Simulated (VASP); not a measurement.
ZrB2, 3 atoms in the cell. The structure is hexagonal, space group P6/mmm (No. 191). The conventional cell has a = 3.167 Å, b = 3.167 Å, c = 3.531 Å, α = 90.00°, β = 90.00°, γ = 120.00°. Within 3.4 Å of Zr (site symmetry 6/mmm) lie 12 B at 2.54 Å and 6 Zr at 3.17 Å. Within 2.4 Å of B (site symmetry -6m2) lie 3 B at 1.83 Å. 

```yaml
Program: VASP 6.6.1
Task: relaxation of cell and atoms
Functional: PBE
Potentials_or_basis: VASP PAW PBE potentials, release 64 (Zr_sv, B)
Cutoff: 600 eV
k_mesh: 18 × 18 × 12
Occupations: gaussian, width 0.1 eV
Spin: no spin polarisation
Dipole_correction: no
Further_INCAR_settings: ALGO = Normal; EDIFF = 1e-06; IBRION = 2; EDIFFG = -0.005; NSW = 80; ISIF = 3
```

Potentials or basis: VASP PAW PBE potentials, release 64 (Zr_sv, B).

The run is started by

```bash
$ cat potpaw_PBE.64/Zr_sv/POTCAR potpaw_PBE.64/B/POTCAR > POTCAR
$ mpirun -np 1 vasp_std > vasp.out
```

Hardware: 1 thread of Intel Xeon 6975P-C, on a shared host.

Question: Estimate the wall time of this run.

Answer: It took 2.7 min on 1 thread of Intel Xeon 6975P-C, with other jobs on the host, peak memory 0.27 GiB. Counts: scf iterations 35, k points 259, ion steps 5.
